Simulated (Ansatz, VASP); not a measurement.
Ag in VASP and in Ansatz

```
Ag
1.0
     3.16440    0.00000    0.00000
    -1.58220    2.74045    0.00000
     0.00000    0.00000    4.40680
Ag
2
Direct
  0.33333 0.66667 0.25000
  0.66667 0.33333 0.75000
```

Change from the starting cell: strain +0.080 along x and y, -0.080 along z, atoms carried along.

Alike in both runs: task single point; functional r2SCAN; k mesh 18 × 18 × 10; occupations gaussian, width 0.15 eV; no spin polarisation.

|  | VASP | Ansatz |
| --- | --- | --- |
| version | VASP 6.6.1 | Ansatz 0.2.0 |
| potentials or method | VASP PAW PBE potentials, release 64 (Ag), cutoff 520 eV | scalar-relativistic, plane waves, PAW |
| valence electrons in the cell | 22 | 38 |

Ansatz gave:

- gap on the k mesh at the Fermi level (eV): none
- pressure (GPa): -5.6
- traceless stress, the component that is largest in VASP (GPa): 4.70

Q: What did VASP give for the same quantities?

A: gap on the k mesh at the Fermi level (eV): none; pressure (GPa): -5.5; traceless stress, the component that is largest in VASP (GPa): 4.78.

VASP's potentials were made for PBE, not for r2SCAN. A gap of «none» marks a metal or a gap that the smearing closes. The functional is the same, so the differences come from potentials, cutoffs and numerics. VASP's potentials hold 22 valence electrons a cell and Ansatz's 38, so a difference there can come from the potentials and not from the codes.
